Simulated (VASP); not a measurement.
Te, 1 atom in the cell. Symmetry: R-3m, No. 166, trigonal system. The conventional cell has a = 4.421 Å, b = 4.421 Å, c = 5.673 Å, α = 90.00°, β = 90.00°, γ = 120.00°. Within 4.2 Å of Te (site symmetry -3m) lie 6 Te at 3.18 Å. 

* Program: VASP 6.6.1
* Task: single point
* Functional: PBEsol
* Potentials or basis: VASP PAW PBE potentials, release 64 (Te)
* Cutoff: 520 eV
* k mesh: 15 × 15 × 15
* Occupations: gaussian, width 0.15 eV
* Spin: no spin polarisation
* Dipole correction: no
* Further INCAR settings: ALGO = Normal; EDIFF = 1e-07; NBANDS = 9

Potentials or basis: VASP PAW PBE potentials, release 64 (Te).

The run is started by

```sh
$ cat potpaw_PBE.64/Te/POTCAR > POTCAR
$ mpirun -np 1 vasp_std > vasp.out
```

Hardware: 1 thread of Intel(R) Xeon(R) 6975P-C (Granite Rapids), on a shared host.

Problem. How long does it take, and how much memory?

Solution. It took 16 s on 1 thread of Intel(R) Xeon(R) 6975P-C (Granite Rapids) (shared host), peak memory 0.2 GiB. Counts: scf iterations 11, k points 344.
